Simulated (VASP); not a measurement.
# TiBMoC2: single point with PBE

TiBMoC2:

```
Ti B Mo C
1.0
    -1.54894    1.54894    4.84703
     1.54894   -1.54894    4.84703
     1.54894    1.54894   -4.84703
Ti B Mo C
1 1 1 2
Direct
  0.00000 0.00000 0.00000
  0.75000 0.25000 0.50000
  0.25000 0.75000 0.50000
  0.57574 0.57574 0.00000
  0.42426 0.42426 0.00000
```

| Property | Result |
| --- | --- |
| Program | VASP 6.6.1 |
| Task | single point |
| Functional | PBE |
| Potentials or basis | VASP PAW PBE potentials, release 64 (Ti_sv, B, Mo_sv, C) |
| Cutoff | 520 eV |
| k mesh | 16 × 16 × 16 |
| Occupations | gaussian, width 0.1 eV |
| Spin | no spin polarisation |

```yaml
Pressure: 0.5 GPa
Largest_force: 0.045 eV/Å
```

Forces in eV/Å, atoms in the order of the input:
```
Ti   0.000  0.000  0.000
B    0.000  0.000  0.000
Mo   0.000  0.000  0.000
C    0.000  0.000  0.045
C    0.000  0.000 -0.045
```

Levels at points of the mesh, in eV from the Fermi level:
```csv
k point,band 15,band 16,band 17,band 18,band 19,band 20,band 21,band 22
"(0.00, 0.00, 0.00)",-3.94,-2.19,-2.17,-2.17,-0.47,0.62,0.83,0.83
"(0.50, 0.00, 0.00)",-4.62,-4.39,-1.86,-1.14,0.17,0.88,0.89,1.57
"(0.50, 0.50, 0.00)",-4.40,-3.62,-2.87,-2.69,1.53,1.76,1.79,2.20
"(0.50, 0.50, 0.50)",-4.13,-3.26,-3.26,-1.93,-0.36,0.95,1.22,1.22
```

Wall time 10 min on 1 thread of AMD EPYC 9R45 96-Core Processor (Zen 5), on a shared host, peak memory 0.56 GiB.
